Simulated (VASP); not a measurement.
# TaF3 (Pm-3m) in VASP: density of states with PBE

Aim: the density of states of TaF3 with PBE.

Program: VASP 6.6.1. These are calculated values, not measurements. Logs are shortened: lines on timing, memory, paths and dates and some standing lists are left out, and cuts for length are marked.

## Step 1: The cell of the first run

Symmetry: Pm-3m, No. 221, cubic system. The conventional cell has a = 3.947 Å, b = 3.947 Å, c = 3.947 Å, α = 90.00°, β = 90.00°, γ = 90.00°. Ta (site symmetry m-3m) has 6 F at 1.97 Å within 2.6 Å. Within 2.6 Å of F (site symmetry 4/mmm) lie 2 Ta at 1.97 Å.

## Step 2: Density of states, PBE

File POSCAR:

```
TaF3
1.0
    3.9471640000      0.0000000000      0.0000000000
    0.0000000000      3.9471640000      0.0000000000
    0.0000000000      0.0000000000      3.9471640000
Ta F
1 3
Direct
    0.0000000000      0.0000000000      0.0000000000
    0.5000000000      0.0000000000      0.0000000000
    0.0000000000      0.5000000000      0.0000000000
    0.0000000000      0.0000000000      0.5000000000
```

File INCAR.step1:

```
SYSTEM = TaF3
PREC = Accurate
ENCUT = 520
EDIFF = 1E-6
ISMEAR = -1
SIGMA = 0.1
LREAL = .FALSE.
LASPH = .TRUE.
NELM = 120
ALGO = Normal
ISIF = 2
LWAVE = .FALSE.
LCHARG = .TRUE.
LMAXMIX = 4
GGA = PE
NBANDS = 24
GGA_COMPAT = .FALSE.
NEDOS = 2001
LORBIT = 11
```

File KPOINTS.step1:

```
Automatic mesh
0
G
  9 9 9
  0 0 0
```

File INCAR.step2:

```
SYSTEM = TaF3
PREC = Accurate
ENCUT = 520
EDIFF = 1E-6
ISMEAR = -5
SIGMA = 0.1
LREAL = .FALSE.
LASPH = .TRUE.
NELM = 120
ALGO = Normal
ISIF = 2
LWAVE = .FALSE.
LCHARG = .FALSE.
LMAXMIX = 4
GGA = PE
LORBIT = 11
NEDOS = 2001
ICHARG = 11
GGA_COMPAT = .FALSE.
```

File KPOINTS.step2:

```
Automatic mesh
0
G
  14 14 14
  0 0 0
```

Potentials or basis: VASP PAW PBE potentials, release 64 (Ta_pv, F).

Run with:

```
$ cat potpaw_PBE.64/Ta_pv/POTCAR potpaw_PBE.64/F/POTCAR > POTCAR
$ cp INCAR.step1 INCAR
$ cp KPOINTS.step1 KPOINTS
$ mpirun -np 1 vasp_std > vasp.out
$ cp INCAR.step2 INCAR
$ cp KPOINTS.step2 KPOINTS
$ mpirun -np 1 vasp_std > vasp.out
```

OUTCAR:

```text
SYSTEM = TaF3
   PREC = Accurate
   ENCUT = 520
   EDIFF = 1E-6
   ISMEAR = -5
   LREAL = .FALSE.
   LASPH = .TRUE.
   NELM = 120
   ISIF = 2
   GGA = PE
   LORBIT = 11
   ICHARG = 11

 ion  position               nearest neighbor table
   1  0.000  0.000  0.000-   2 1.97   3 1.97   4 1.97   4 1.97   3 1.97   2 1.97
   2  0.500  0.000  0.000-   1 1.97   1 1.97
   3  0.000  0.500  0.000-   1 1.97   1 1.97
   4  0.000  0.000  0.500-   1 1.97   1 1.97

  LATTYP: Found a simple cubic cell.
 ALAT       =     3.9471640000

  Lattice vectors:

 A1 = (   3.9471640000,   0.0000000000,   0.0000000000)
 A2 = (   0.0000000000,   3.9471640000,   0.0000000000)
 A3 = (   0.0000000000,   0.0000000000,   3.9471640000)

Analysis of symmetry for initial positions (statically):
=====================================================================
 Subroutine PRICEL returns:
 Original cell was already a primitive cell.

 Routine SETGRP: Setting up the symmetry group for a
 simple cubic supercell.

 Subroutine GETGRP returns: Found 48 space group operations
 (whereof 48 operations were pure point group operations)
 out of a pool of 48 trial point group operations.

The static configuration has the point symmetry O_h .

Analysis of symmetry for dynamics (positions and initial velocities):
=====================================================================
 Subroutine PRICEL returns:
 Original cell was already a primitive cell.

 Routine SETGRP: Setting up the symmetry group for a
 simple cubic supercell.

 Subroutine GETGRP returns: Found 48 space group operations
 (whereof 48 operations were pure point group operations)
 out of a pool of 48 trial point group operations.

The dynamic configuration has the point symmetry O_h .

 Subroutine INISYM returns: Found 48 space group operations
 (whereof 48 operations are pure point group operations),
 and found     1 'primitive' translations

----------------------------------------------------------------------------------------

                                     Primitive cell

  volume of cell :      61.4972

  direct lattice vectors                    reciprocal lattice vectors
     3.947164000  0.000000000  0.000000000     0.253346453  0.000000000  0.000000000
     0.000000000  3.947164000  0.000000000     0.000000000  0.253346453  0.000000000
[... 99 lines left out ...]
   POTIM  = 0.5000    time-step for ionic-motion
   TEBEG  =    0.0;   TEEND  =   0.0 temperature during run
   PSTRESS=    0.0 pullay stress
   NELECT =      32.0000    total number of electrons
   NUPDOWN=      -1.0000    fix difference up-down
   EMIN   =  10.00;   EMAX   =-10.00  energy-range for DOS
   EFERMI =   0.00;   METHOD = LEGACY
   ISMEAR =    -5;   SIGMA  =   0.10  broadening in eV -4-tet -1-fermi 0-gaus
   EFERMI_NEDOS =   21; number of points for ismear=-14 and -15
   IALGO  =     38    algorithm
   IMIX   =      4    mixing-type and parameters
     AMIX     =   0.40;   BMIX     =  1.00
     AMIX_MAG =   1.60;   BMIX_MAG =  1.00
  volume/ion in A,a.u.               =      15.37       103.75
  Fermi-wavevector in a.u.,A,eV,Ry     =   1.316759  2.488314 23.590522  1.733854
  Thomas-Fermi vector in A             =   2.446848
   LORBIT       =     11    0 simple, 1 ext, 2 COOP (PROOUT), +10 PAW based schemes
   GGA     = PE    functional components
   LHFCALC =     F    Hartree Fock is set to
   AEXX    =    0.0000 exact exchange contribution
   IVDW    =     0    specifies the selected vdW correction
   LEPSILON=     F    determine dielectric tensor
   LRPA    =     F    only Hartree local field effects (RPA)
 non-spin polarized calculation
 Fermi weights with tetrahedron method with Bloechl corrections
  energy-cutoff  :      520.00
  volume of cell :       61.50
 maximum number of plane-waves:      1691
 NGX is ok and might be reduce to    30

 number of electron      31.9999966 magnetization

 Free energy of the ion-electron system (eV)
  ---------------------------------------------------
  ext. energy  EPLUGINS =         0.00000000
  ---------------------------------------------------
  free energy    TOTEN  =       -26.32047446 eV

  energy without entropy =      -26.32047446  energy(sigma->0) =      -26.32047446

 E-fermi :   4.6224     XC(G=0):  -8.8738

 val. band max:        4.6113386485   @ k =   0.4286   0.2143   0.2143
 cond. band min:       4.5871156716   @ k =   0.1429   0.0714   0.0000
 fundamental gap:     -0.0242229770
 Fermi energy:         4.6223667600

 k-point     1 :       0.0000    0.0000    0.0000
  band No.  band energies     occupation
      1     -32.4211      2.00000
      2     -32.4211      2.00000
      3     -32.4211      2.00000
      4     -24.1862      2.00000
      5     -23.8648      2.00000
      6     -23.8648      2.00000
[... 541 lines left out ...]
     19       6.3143      0.00000
     20       7.7022      0.00000

 [... further k-points ...]

------------------------ aborting loop because EDIFF is reached ----------------------------------------

  FORCE on cell =-STRESS in cart. coord.  units (eV):
  Direction    XX          YY          ZZ          XY          YZ          ZX
  --------------------------------------------------------------------------------------
  -------------------------------------------------------------------------------------
  Total        7.1887268      7.1887268      7.1887268      0.0000000      0.0000000      0.0000000
  in kB      187.2867469    187.2867469    187.2867469      0.0000000      0.0000000      0.0000000
  external PRESSURE =     187.2867469 kB  Pullay stress =       0.0000000 kB

 VOLUME and BASIS-vectors are now :
 -----------------------------------------------------------------------------
  energy-cutoff  :      520.00
  volume of cell :       61.50
      direct lattice vectors                 reciprocal lattice vectors
     3.947164000  0.000000000  0.000000000     0.253346453  0.000000000  0.000000000
     0.000000000  3.947164000  0.000000000     0.000000000  0.253346453  0.000000000
     0.000000000  0.000000000  3.947164000     0.000000000  0.000000000  0.253346453

 POSITION                                       TOTAL-FORCE (eV/Angst)
 -----------------------------------------------------------------------------------
      0.00000      0.00000      0.00000         0.000000      0.000000      0.000000
      1.97358      0.00000      0.00000         0.000000      0.000000      0.000000
      0.00000      1.97358      0.00000         0.000000      0.000000      0.000000
      0.00000      0.00000      1.97358         0.000000      0.000000      0.000000
 -----------------------------------------------------------------------------------
    total drift:                                0.000000      0.000000      0.000000

  FREE ENERGIE OF THE ION-ELECTRON SYSTEM (eV)
  ---------------------------------------------------
  free  energy   TOTEN  =       -26.3204744640 eV

  energy  without entropy=      -26.3204744640  energy(sigma->0) =      -26.32047446

 total charge

# of ion       s       p       d       tot
------------------------------------------
    1        0.243   6.222   2.554   9.019
    2        1.738   4.410   0.000   6.148
    3        1.738   4.410   0.000   6.148
    4        1.738   4.410   0.000   6.148
--------------------------------------------------
tot          5.456  19.451   2.554  27.462
```

OSZICAR.step1:

```text
N       E                     dE             d eps       ncg     rms          rms(c)
DAV:   1     0.264217230935E+03    0.26422E+03   -0.17906E+04  1680   0.130E+03
DAV:   2    -0.149713927237E+02   -0.27919E+03   -0.27024E+03  2144   0.370E+02
DAV:   3    -0.284368659781E+02   -0.13465E+02   -0.13390E+02  2016   0.814E+01
DAV:   4    -0.285498675905E+02   -0.11300E+00   -0.11298E+00  1904   0.834E+00
DAV:   5    -0.285510416792E+02   -0.11741E-02   -0.11741E-02  2008   0.824E-01    0.301E+01
DAV:   6    -0.263652886383E+02    0.21858E+01   -0.76173E+00  1784   0.252E+01    0.151E+01
DAV:   7    -0.263603755297E+02    0.49131E-02   -0.20776E-01  1840   0.409E+00    0.887E+00
DAV:   8    -0.263622567388E+02   -0.18812E-02   -0.22225E-02  1840   0.153E+00    0.146E+00
DAV:   9    -0.263617706363E+02    0.48610E-03   -0.21351E-03  2008   0.372E-01    0.909E-02
DAV:  10    -0.263629727779E+02   -0.12021E-02   -0.11722E-03  1696   0.216E-01    0.375E-02
DAV:  11    -0.263631100811E+02   -0.13730E-03   -0.10521E-04  1808   0.598E-02    0.137E-02
DAV:  12    -0.263631252740E+02   -0.15193E-04   -0.11636E-05  1768   0.202E-02    0.455E-03
DAV:  13    -0.263631277831E+02   -0.25091E-05   -0.26191E-06  1584   0.893E-03    0.373E-03
DAV:  14    -0.263631278149E+02   -0.31789E-07   -0.74722E-08  1408   0.198E-03
   1 F= -.26363128E+02 E0= -.26316363E+02  d E =-.935296E-01
```

It took 95 s on 1 thread of Intel Xeon 6975P-C, shared host; peak memory 0.26 GiB.

What came out:

* Valence electrons inside the program's atomic spheres: Ta 9.02; F 6.15

Levels at points of the mesh, in eV from the Fermi level:
```
           k point  band 12  band 13  band 14  band 15  band 16  band 17  band 18  band 19  band 20
(0.00, 0.00, 0.00)    -9.01    -9.01    -9.01    -9.01    -1.19    -1.19    -1.19    -0.42     2.41
(0.50, 0.00, 0.00)    -9.66    -9.14    -9.00    -9.00    -1.11     0.32     0.32     2.13     2.48
(0.50, 0.50, 0.00)    -9.60    -9.37    -9.37    -8.38     0.42     0.42     1.40     3.04     4.93
(0.50, 0.50, 0.50)   -11.00    -8.38    -8.38    -8.38     1.64     1.64     1.64     3.85     7.09
```

Caveat: spin-orbit coupling is left out, which moves the levels of the heavy elements; tetrahedron occupations give inexact forces and stress in metals.
